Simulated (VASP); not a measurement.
LuHfF, 3 atoms in the cell. It takes space group P4/mmm (No. 123, tetragonal). Conventional cell: a = 3.340 Å, b = 3.340 Å, c = 5.027 Å, α = 90.00°, β = 90.00°, γ = 90.00°. Lu (site symmetry 4/mmm) has 4 F at 2.36 Å within 3.1 Å. Within 3.5 Å of Hf (site symmetry 4/mmm) lie 2 F at 2.51 Å and 4 Hf at 3.34 Å and 8 Lu at 3.45 Å. F (site symmetry 4/mmm) has 4 Lu at 2.36 Å and 2 Hf at 2.51 Å within 3.1 Å. The cell was built from a structure type or drawn by symmetry, and may not be a known phase.

* Program: VASP 6.6.1
* Task: single point
* Functional: PBE
* Potentials or basis: VASP PAW PBE potentials, release 64 (Lu, Hf_pv, F)
* Cutoff: 520 eV
* k mesh: 14 × 14 × 10
* Occupations: gaussian, width 0.1 eV
* Spin: no spin polarisation
* Dipole correction: no
* Further INCAR settings: ALGO = Normal; EDIFF = 1e-06; NBANDS = 28

Potentials or basis: VASP PAW PBE potentials, release 64 (Lu, Hf_pv, F).

The run is started by

```bash
$ cat potpaw_PBE.64/Lu/POTCAR potpaw_PBE.64/Hf_pv/POTCAR potpaw_PBE.64/F/POTCAR > POTCAR
$ mpirun -np 1 vasp_std > vasp.out
```

Hardware: 1 thread of Intel(R) Xeon(R) Platinum 8259CL CPU @ 2.50GHz (Skylake/Cascade Lake), on a shared host.

Estimate the wall time of this run.

It took 5.6 min on 1 thread of Intel(R) Xeon(R) Platinum 8259CL CPU @ 2.50GHz (Skylake/Cascade Lake), with other jobs on the host, peak memory 0.47 GiB. Counts: scf iterations 14, k points 216.
